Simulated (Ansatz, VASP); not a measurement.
**Two plane-wave programs on Al**

```xyz
1
Lattice="-1.6708 1.6708 1.5117 1.6708 -1.6708 1.5117 1.6708 1.6708 -1.5117" Properties=species:S:1:pos:R:3 pbc="T T T"
Al    0.0000    0.0000    0.0000
```

Change from the starting cell: strain +0.050 along x and y, -0.050 along z, atoms carried along.

Alike in both runs: task single point; functional PBEsol; k mesh 20 × 20 × 20; occupations gaussian, width 0.15 eV; no spin polarisation.

|  | VASP | Ansatz |
| --- | --- | --- |
| version | VASP 6.6.1 | Ansatz 0.2.0 |
| potentials or method | VASP PAW PBE potentials, release 64 (Al), cutoff 520 eV | scalar-relativistic, plane waves, PAW |
| valence electrons in the cell | 3 | 3 |

|  | VASP | Ansatz | Ansatz less VASP |
| --- | --- | --- | --- |
| gap on the k mesh at the Fermi level (eV) | none | none | - |
| pressure (GPa) | -1.3 | -1.3 | -0.05 |
| traceless stress, the component that is largest in VASP (GPa) | -1.79 | -1.79 | +0.005 |

VASP's potentials were made for PBE, not for PBEsol. A gap of «none» marks a metal or a gap that the smearing closes.
